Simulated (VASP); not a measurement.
# Si in VASP: a series of runs

Aim: see how the results for Si move with the level of theory and the settings. Levels: PBE, r2SCAN. Tasks: single point.

Everything below comes from runs of VASP 6.6.1. Logs are shortened: lines on timing, memory, paths and dates and some standing lists are left out, and cuts for length are marked.

### 1 The cell of the first run

It takes space group P6_3/mmc (No. 194, hexagonal). The conventional cell has a = 3.768 Å, b = 3.768 Å, c = 6.341 Å, α = 90.00°, β = 90.00°, γ = 120.00°. Si (site symmetry 3m) has 4 Si at 2.32 to 2.36 Å within 3.1 Å.

This isn't the form of Si at room conditions, which is diamond.

### 2 Single point, PBE (biaxial xy strain -1.7%)

INCAR

```
  ALGO = Normal
  EDIFF = 1E-7
  ENCUT = 520
  GGA = PE
  ISIF = 2
  ISMEAR = -1
  LASPH = T
  LCHARG = F
  LREAL = F
  LWAVE = F
  NBANDS = 16
  NELM = 60
  PREC = Accurate
  SIGMA = 0.02
```

KPOINTS

```
k-points
0
Gamma
  12 12 4
```

POSCAR

```
Si
1.0
    3.7681329780      0.0000000000      0.0000000000
   -1.8840664890      3.2632988838      0.0000000000
    0.0000000000      0.0000000000      6.3412168871
Si
4
Direct
    0.3333333333      0.6666666667      0.0017464934
    0.6666666667      0.3333333333      0.5017464934
    0.3333333333      0.6666666667      0.3732535066
    0.6666666667      0.3333333333      0.8732535066
```

Potentials or basis: VASP PAW PBE potentials, release 64 (Si).

On the command line:

```
$ cat potpaw_PBE.64/Si/POTCAR > POTCAR
$ mpirun -np 1 vasp_std > vasp.out
```

OUTCAR:

```text
EDIFF = 1E-7
   ENCUT = 520
   GGA = PE
   ISIF = 2
   ISMEAR = -1
   LASPH = T
   LREAL = F
   NELM = 60
   PREC = Accurate

 ion  position               nearest neighbor table
   1  0.333  0.667  0.002-   4 2.32   4 2.32   4 2.32   3 2.36
   2  0.667  0.333  0.502-   3 2.32   3 2.32   3 2.32   4 2.36
   3  0.333  0.667  0.373-   2 2.32   2 2.32   2 2.32   1 2.36
   4  0.667  0.333  0.873-   1 2.32   1 2.32   1 2.32   2 2.36

  LATTYP: Found a hexagonal cell.
 ALAT       =     3.7681329780
 C/A-ratio  =     1.6828537963

  Lattice vectors:

 A1 = (   3.7681329780,   0.0000000000,   0.0000000000)
 A2 = (  -1.8840664890,   3.2632988838,   0.0000000000)
 A3 = (   0.0000000000,   0.0000000000,   6.3412168871)

Analysis of symmetry for initial positions (statically):
=====================================================================
 Subroutine PRICEL returns:
 Original cell was already a primitive cell.

 Routine SETGRP: Setting up the symmetry group for a
 hexagonal supercell.

 Subroutine GETGRP returns: Found 24 space group operations
 (whereof  6 operations were pure point group operations)
 out of a pool of 24 trial point group operations.

The static configuration has the point symmetry C_3v.
 The point group associated with its full space group is D_6h.

Analysis of symmetry for dynamics (positions and initial velocities):
=====================================================================
 Subroutine PRICEL returns:
 Original cell was already a primitive cell.

 Routine SETGRP: Setting up the symmetry group for a
 hexagonal supercell.

 Subroutine GETGRP returns: Found 24 space group operations
 (whereof  6 operations were pure point group operations)
 out of a pool of 24 trial point group operations.

The dynamic configuration has the point symmetry C_3v.
 The point group associated with its full space group is D_6h.

 Subroutine INISYM returns: Found 24 space group operations
 (whereof  6 operations are pure point group operations),
 and found     1 'primitive' translations

----------------------------------------------------------------------------------------

                                     Primitive cell

  volume of cell :      77.9751

  direct lattice vectors                    reciprocal lattice vectors
     3.768132978  0.000000000  0.000000000     0.265383416  0.153219186  0.000000000
    -1.884066489  3.263298884  0.000000000     0.000000000  0.306438373  0.000000000
[... 91 lines left out ...]
   EDIFFG = 0.1E-05   stopping-criterion for IOM
   NSW    =      0    number of steps for IOM
   IBRION =     -1    ionic relax: 0-MD 1-quasi-New 2-CG
   NFREE  =      0    steps in history (QN), initial steepest desc. (CG)
   ISIF   =      2    stress and relaxation
   ISYM   =      2    0-nonsym 1-usesym 2-fastsym
   POTIM  = 0.5000    time-step for ionic-motion
   TEBEG  =    0.0;   TEEND  =   0.0 temperature during run
   PSTRESS=    0.0 pullay stress
   NELECT =      16.0000    total number of electrons
   NUPDOWN=      -1.0000    fix difference up-down
   EMIN   =  10.00;   EMAX   =-10.00  energy-range for DOS
   EFERMI =   0.00;   METHOD = LEGACY
   ISMEAR =    -1;   SIGMA  =   0.02  broadening in eV -4-tet -1-fermi 0-gaus
   EFERMI_NEDOS =   21; number of points for ismear=-14 and -15
   IALGO  =     38    algorithm
   IMIX   =      4    mixing-type and parameters
     AMIX     =   0.40;   BMIX     =  1.00
     AMIX_MAG =   1.60;   BMIX_MAG =  1.00
  volume/ion in A,a.u.               =      19.49       131.55
  Fermi-wavevector in a.u.,A,eV,Ry     =   0.965598  1.824715 12.685788  0.932379
  Thomas-Fermi vector in A             =   2.095328
   LORBIT       =      0    0 simple, 1 ext, 2 COOP (PROOUT), +10 PAW based schemes
   GGA     = PE    functional components
   LHFCALC =     F    Hartree Fock is set to
   AEXX    =    0.0000 exact exchange contribution
   IVDW    =     0    specifies the selected vdW correction
   LEPSILON=     F    determine dielectric tensor
   LRPA    =     F    only Hartree local field effects (RPA)
 non-spin polarized calculation
  energy-cutoff  :      520.00
  volume of cell :       77.98
 maximum number of plane-waves:      2116
 NGX is ok and might be reduce to    28
   NGX = 13   NGY = 13   NGZ = 23

 number of electron      16.0000000 magnetization

 Free energy of the ion-electron system (eV)
  ---------------------------------------------------
  ext. energy  EPLUGINS =         0.00000000
  ---------------------------------------------------
  free energy    TOTEN  =       -21.59653565 eV

  energy without entropy =      -21.59653546  energy(sigma->0) =      -21.59653555

 E-fermi :   6.6108     XC(G=0):  -9.5124

 val. band max:        6.4174292232   @ k =   0.0000   0.0000   0.0000
 cond. band min:       6.8127050747   @ k =   0.5000   0.0000   0.0000
 fundamental gap:      0.3952758515
 Fermi energy:         6.6107707274

 k-point     1 :       0.0000    0.0000    0.0000
  band No.  band energies     occupation
      1      -6.0575      2.00000
      2      -3.7858      2.00000
      3      -1.0520      2.00000
      4       4.9205      2.00000
      5       4.9205      2.00000
      6       5.8760      2.00000
[... 433 lines left out ...]
      3      -0.4448      2.00000
      4       1.3243      2.00000
      5       1.9094      2.00000
      6       3.7522      2.00000
[... 8 lines left out ...]
     15      13.4865      0.00000
     16      13.9862      0.00000

 [... further k-points ...]

------------------------ aborting loop because EDIFF is reached ----------------------------------------

  FORCE on cell =-STRESS in cart. coord.  units (eV):
  Direction    XX          YY          ZZ          XY          YZ          ZX
  --------------------------------------------------------------------------------------
  -------------------------------------------------------------------------------------
  Total        2.7131874      2.7131874      1.1888016      0.0000000      0.0000000      0.0000000
  in kB       55.7486935     55.7486935     24.4266701      0.0000000      0.0000000      0.0000000
  external PRESSURE =      45.3080190 kB  Pullay stress =       0.0000000 kB

 VOLUME and BASIS-vectors are now :
 -----------------------------------------------------------------------------
  energy-cutoff  :      520.00
  volume of cell :       77.98
      direct lattice vectors                 reciprocal lattice vectors
     3.768132978  0.000000000  0.000000000     0.265383416  0.153219186  0.000000000
    -1.884066489  3.263298884  0.000000000     0.000000000  0.306438373  0.000000000
     0.000000000  0.000000000  6.341216887     0.000000000  0.000000000  0.157698438

 POSITION                                       TOTAL-FORCE (eV/Angst)
 -----------------------------------------------------------------------------------
     -0.00000      2.17553      0.01107        -0.000000      0.000000      0.006875
      1.88407      1.08777      3.18168         0.000000      0.000000      0.006875
     -0.00000      2.17553      2.36688        -0.000000      0.000000     -0.006875
      1.88407      1.08777      5.53749         0.000000     -0.000000     -0.006875
 -----------------------------------------------------------------------------------
    total drift:                               -0.000000      0.000000     -0.000000

  FREE ENERGIE OF THE ION-ELECTRON SYSTEM (eV)
  ---------------------------------------------------
  free  energy   TOTEN  =       -21.5965356491 eV

  energy  without entropy=      -21.5965354564  energy(sigma->0) =      -21.59653555
```

Wall time 91 s (1 thread of Intel Xeon 8259CL, shared host); peak memory 0.2 GiB.

Results:

* Free energy: -21.5965 eV
* Pressure: 4.5 GPa
* Largest force: 0.007 eV/Å
* Band gap on the k mesh: 0.40 eV (least direct gap 1.29 eV)

Forces in eV/Å, atoms in the order of the input:
```
Si   0.000  0.000  0.007
Si   0.000  0.000  0.007
Si   0.000  0.000 -0.007
Si   0.000  0.000 -0.007
```

Levels at points of the mesh, in eV from the valence-band top:
```csv
k point,band 6,band 7,band 8,band 9,band 10,band 11
"(0.00, 0.00, 0.00)",-0.54,0.00,0.00,1.29,2.02,2.02
"(0.50, 0.00, 0.00)",-3.17,-3.11,-1.52,0.40,2.34,2.79
"(0.00, 0.00, 0.50)",-0.91,-0.91,-0.91,2.02,2.02,2.99
"(0.50, 0.00, 0.50)",-2.66,-2.48,-2.48,0.84,0.84,1.53
```

Caveat: the cell differs from its parent crystal (biaxial xy strain -1.7%); the cell stands under pressure.

### 3 Single point, r2SCAN (biaxial xy strain -1.7%)

POSCAR is that of step 2.

INCAR.step1

```
SYSTEM = Si
ALGO     = Normal         ! electronic algorithm
EDIFF    = 1E-4           ! SCF threshold, eV
ENCUT    = 520            ! plane-wave cutoff, eV
GGA      = PE             ! functional
ISMEAR   = 0              ! smearing method
LASPH    = .True.         ! aspherical terms in the spheres
LCHARG   = .False.        ! write CHGCAR
LREAL    = .False.        ! projectors in reciprocal space
LWAVE    = .True.         ! write WAVECAR
NBANDS   = 16             ! bands
NELM     = 80             ! most SCF steps
PREC     = Accurate       ! precision mode
SIGMA    = 0.01           ! smearing width, eV
```

INCAR.step2

```
SYSTEM = Si
ALGO     = Normal         ! electronic algorithm
EDIFF    = 1E-7           ! SCF threshold, eV
ENCUT    = 520            ! plane-wave cutoff, eV
ISIF     = 2              ! what is computed and relaxed
ISMEAR   = 0              ! smearing method
ISTART   = 1            
LASPH    = .True.         ! aspherical terms in the spheres
LCHARG   = .False.        ! write CHGCAR
LMIXTAU  = .True.       
LREAL    = .False.        ! projectors in reciprocal space
LWAVE    = .False.        ! write WAVECAR
METAGGA  = R2SCAN         ! meta-GGA
NBANDS   = 16             ! bands
NELM     = 80             ! most SCF steps
PREC     = Accurate       ! precision mode
SIGMA    = 0.01           ! smearing width, eV
```

KPOINTS

```
k-points
0
Gamma
  12 12 4
  0 0 0
```

Potentials or basis: VASP PAW PBE potentials, release 64 (Si).

On the command line:

```
$ cat potpaw_PBE.64/Si/POTCAR > POTCAR
$ cp INCAR.step1 INCAR
$ mpirun -np 1 vasp_std > vasp.out
$ cp INCAR.step2 INCAR
$ mpirun -np 1 vasp_std > vasp.out
```

OUTCAR:

```text
SYSTEM = Si
   EDIFF = 1E-7
   ENCUT = 520
   ISIF = 2
   ISMEAR = 0
   ISTART = 1
   LASPH = .True.
   LREAL = .False.
   METAGGA = R2SCAN
   NELM = 80
   PREC = Accurate

 ion  position               nearest neighbor table
   1  0.333  0.667  0.002-   4 2.32   4 2.32   4 2.32   3 2.36
   2  0.667  0.333  0.502-   3 2.32   3 2.32   3 2.32   4 2.36
   3  0.333  0.667  0.373-   2 2.32   2 2.32   2 2.32   1 2.36
   4  0.667  0.333  0.873-   1 2.32   1 2.32   1 2.32   2 2.36

  LATTYP: Found a hexagonal cell.
 ALAT       =     3.7681329780
[... 657 lines left out ...]
  Direction    XX          YY          ZZ          XY          YZ          ZX
  --------------------------------------------------------------------------------------
  -------------------------------------------------------------------------------------
  Total        2.0791295      2.0791295      0.5259930      0.0000000      0.0000000      0.0000000
  in kB       42.7205119     42.7205119     10.8077404      0.0000000      0.0000000      0.0000000
  external PRESSURE =      32.0829214 kB  Pullay stress =       0.0000000 kB

 VOLUME and BASIS-vectors are now :
 -----------------------------------------------------------------------------
  energy-cutoff  :      520.00
  volume of cell :       77.98
      direct lattice vectors                 reciprocal lattice vectors
     3.768132978  0.000000000  0.000000000     0.265383416  0.153219186  0.000000000
    -1.884066489  3.263298884  0.000000000     0.000000000  0.306438373  0.000000000
     0.000000000  0.000000000  6.341216887     0.000000000  0.000000000  0.157698438

 POSITION                                       TOTAL-FORCE (eV/Angst)
 -----------------------------------------------------------------------------------
     -0.00000      2.17553      0.01107        -0.000000     -0.000000     -0.003419
      1.88407      1.08777      3.18168         0.000000      0.000000     -0.003419
     -0.00000      2.17553      2.36688        -0.000000     -0.000000      0.003419
      1.88407      1.08777      5.53749         0.000000      0.000000      0.003419
 -----------------------------------------------------------------------------------
    total drift:                               -0.000000      0.000000     -0.000000

  FREE ENERGIE OF THE ION-ELECTRON SYSTEM (eV)
  ---------------------------------------------------
  free  energy   TOTEN  =       -35.0167431649 eV

  energy  without entropy=      -35.0167431649  energy(sigma->0) =      -35.01674316
```

Wall time 7.2 min (1 thread of Intel Xeon 8259CL, shared host); peak memory 0.21 GiB.

Results:

* Free energy: -35.0167 eV
* Pressure: 3.2 GPa
* Largest force: 0.003 eV/Å
* Band gap on the k mesh: 0.60 eV (least direct gap 1.64 eV)

Forces in eV/Å, atoms in the order of the input:
```
Si   0.000  0.000 -0.003
Si   0.000  0.000 -0.003
Si   0.000  0.000  0.003
Si   0.000  0.000  0.003
```

Levels at points of the mesh, in eV from the valence-band top:
```tsv
k point	band 5	band 6	band 7	band 8	band 9	band 10	band 11	band 12
(0.00, 0.00, 0.00)	-1.59	-0.57	0.00	0.00	1.64	2.19	2.19	2.28
(0.50, 0.00, 0.00)	-5.09	-3.30	-3.29	-1.61	0.60	2.65	3.03	3.29
(0.00, 0.00, 0.50)	-0.97	-0.97	-0.97	-0.97	2.36	2.36	3.22	3.22
(0.50, 0.00, 0.50)	-2.79	-2.79	-2.63	-2.63	1.08	1.08	1.75	1.75
```

Caveat: the cell differs from its parent crystal (biaxial xy strain -1.7%); the cell stands under pressure; the PAW data sets were made with another functional, which shifts forces and pressure a little. A k mesh can miss the band edges.

### 4 Single point, PBE (uniaxial x strain +1.9%)

INCAR

```
SYSTEM = Si
PREC = Accurate
ENCUT = 520
EDIFF = 1E-6
ISMEAR = -1
SIGMA = 0.02
LREAL = .False.
LASPH = .True.
NELM = 100
ALGO = Normal
ISIF = 2
LWAVE = .False.
LCHARG = .False.
GGA = PE
NBANDS = 16
```

KPOINTS

```
Automatic mesh
0
Gamma
  12 12 4
  0 0 0
```

POSCAR

```
Si
1.0
    3.9037903638      0.0000000000      0.0000000000
   -1.9518951819      3.3187215334      0.0000000000
    0.0000000000      0.0000000000      6.3412168871
Si
4
Direct
    0.3324867256      0.6649734512     -0.0000249557
    0.6675132744      0.3350265488      0.4999750443
    0.3324867256      0.6649734512      0.3750249557
    0.6675132744      0.3350265488      0.8750249557
```

On the command line:

```
$ cat potpaw_PBE.64/Si/POTCAR > POTCAR
$ mpirun -np 1 vasp_std > vasp.out
```

It took 4 min on 1 thread of Intel Xeon 8259CL, shared host; peak memory 0.26 GiB.

The run converged. Its results:

* Free energy: -21.6483 eV
* Pressure: -0.5 GPa
* Largest force: 0.011 eV/Å
* Band gap on the k mesh: 0.23 eV (least direct gap 0.81 eV)

Forces in eV/Å, atoms in the order of the input:
```
Si   0.000 -0.006 -0.009
Si   0.000  0.006 -0.009
Si   0.000 -0.006  0.009
Si   0.000  0.006  0.009
```

Stress tensor (GPa, compression positive):
```
-2.14  0.00  0.00
 0.00  0.30  0.00
 0.00  0.00  0.41
```

Levels at points of the mesh, in eV from the valence-band top:
| k point | band 4 | band 5 | band 6 | band 7 | band 8 | band 9 | band 10 | band 11 | band 12 | band 13 |
| --- | --- | --- | --- | --- | --- | --- | --- | --- | --- | --- |
| (0.00, 0.00, 0.00) | -1.66 | -1.52 | -0.35 | -0.14 | 0.00 | 0.81 | 1.87 | 2.00 | 2.38 | 3.17 |
| (0.50, 0.00, 0.00) | -5.95 | -4.62 | -3.03 | -2.96 | -1.41 | 0.44 | 2.35 | 3.04 | 3.12 | 4.37 |
| (0.00, 0.50, 0.00) | -5.94 | -4.60 | -3.20 | -2.93 | -1.58 | 0.23 | 2.09 | 2.95 | 2.96 | 4.46 |
| (0.00, 0.00, 0.50) | -4.19 | -1.07 | -1.07 | -0.93 | -0.93 | 1.61 | 1.61 | 2.84 | 2.84 | 2.98 |
| (0.50, 0.00, 0.50) | -7.23 | -2.44 | -2.44 | -2.38 | -2.38 | 0.93 | 0.93 | 1.67 | 1.67 | 5.60 |
| (0.00, 0.50, 0.50) | -7.20 | -2.57 | -2.57 | -2.41 | -2.41 | 0.77 | 0.77 | 1.67 | 1.67 | 5.48 |

Caveat: the cell differs from its parent crystal (uniaxial x strain +1.9%). A k mesh can miss the band edges.

### 5 Single point, r2SCAN (uniaxial x strain +1.9%)

POSCAR is that of step 4.

INCAR.step1

```
  ALGO = Normal
  EDIFF = 1E-4
  ENCUT = 520
  GGA = PE
  ISMEAR = 0
  LASPH = T
  LCHARG = F
  LREAL = F
  LWAVE = T
  NBANDS = 16
  NELM = 60
  PREC = Accurate
  SIGMA = 0.01
```

INCAR.step2

```
  ALGO = Normal
  EDIFF = 1E-6
  ENCUT = 520
  ISIF = 2
  ISMEAR = 0
  ISTART = 1
  LASPH = T
  LCHARG = F
  LMIXTAU = T
  LREAL = F
  LWAVE = F
  METAGGA = R2SCAN
  NBANDS = 16
  NELM = 60
  PREC = Accurate
  SIGMA = 0.01
```

KPOINTS

```
k-points
0
Gamma
  12 12 4
```

On the command line:

```
$ cat potpaw_PBE.64/Si/POTCAR > POTCAR
$ cp INCAR.step1 INCAR
$ mpirun -np 1 vasp_std > vasp.out
$ cp INCAR.step2 INCAR
$ mpirun -np 1 vasp_std > vasp.out
```

Run time: 14 min. Hardware: 1 thread of Intel Xeon 8259CL, shared host; peak memory 0.28 GiB.

Results (log left out):

- Free energy: -35.0305 eV
- Pressure: -1.9 GPa
- Band gap on the k mesh: 0.40 eV (least direct gap 1.13 eV)

Stress tensor (GPa, compression positive):
```
-3.78  0.00  0.00
 0.00 -1.15  0.00
 0.00  0.00 -0.86
```

Levels at points of the mesh, in eV from the valence-band top:
| k point | band 4 | band 5 | band 6 | band 7 | band 8 | band 9 | band 10 | band 11 | band 12 | band 13 |
| --- | --- | --- | --- | --- | --- | --- | --- | --- | --- | --- |
| (0.00, 0.00, 0.00) | -1.77 | -1.61 | -0.37 | -0.15 | 0.00 | 1.13 | 2.03 | 2.16 | 2.61 | 3.71 |
| (0.50, 0.00, 0.00) | -6.21 | -4.83 | -3.20 | -3.08 | -1.49 | 0.63 | 2.66 | 3.28 | 3.35 | 4.74 |
| (0.00, 0.50, 0.00) | -6.19 | -4.81 | -3.39 | -3.05 | -1.68 | 0.40 | 2.39 | 3.19 | 3.20 | 4.82 |
| (0.00, 0.00, 0.50) | -4.35 | -1.14 | -1.14 | -0.98 | -0.98 | 1.93 | 1.93 | 3.06 | 3.06 | 3.20 |
| (0.50, 0.00, 0.50) | -7.55 | -2.56 | -2.56 | -2.52 | -2.52 | 1.16 | 1.16 | 1.90 | 1.90 | 5.99 |
| (0.00, 0.50, 0.50) | -7.52 | -2.71 | -2.71 | -2.54 | -2.54 | 0.98 | 0.98 | 1.91 | 1.91 | 5.86 |

Caveat: the cell differs from its parent crystal (uniaxial x strain +1.9%); the PAW data sets were made with another functional, which shifts forces and pressure a little.

### 6 Summary

| level | cell | smearing | gap on the mesh (eV) | pressure (GPa) | largest force (eV/Å) |
| --- | --- | --- | --- | --- | --- |
| PBE | a = 3.768, b = 3.768, c = 6.341 Å, angles 90.0, 90.0, 120.0°, 4 atoms, biaxial xy strain -1.7% | fermi-dirac 0.02 eV | 0.40 | 4.5 | 0.01 |
| r2SCAN | a = 3.768, b = 3.768, c = 6.341 Å, angles 90.0, 90.0, 120.0°, 4 atoms, biaxial xy strain -1.7% | gaussian 0.01 eV | 0.60 | 3.2 | - |
| PBE | a = 3.904, b = 3.850, c = 6.341 Å, angles 90.0, 90.0, 120.5°, 4 atoms, uniaxial x strain +1.9% | fermi-dirac 0.02 eV | 0.23 | -0.5 | 0.01 |
| r2SCAN | a = 3.904, b = 3.850, c = 6.341 Å, angles 90.0, 90.0, 120.5°, 4 atoms, uniaxial x strain +1.9% | gaussian 0.01 eV | 0.40 | -1.9 | - |

Alike in all rows: task single point; potentials or basis VASP PAW PBE potentials, release 64 (Si); no spin polarisation; k mesh 12 × 12 × 4; cutoff (eV) 520.

Caveats: the cell stands under pressure (at least some runs); the PAW data sets were made with another functional, which shifts forces and pressure a little (at least some runs).

Total energies depend on the potentials used, so only differences within one code and one set of settings carry meaning.
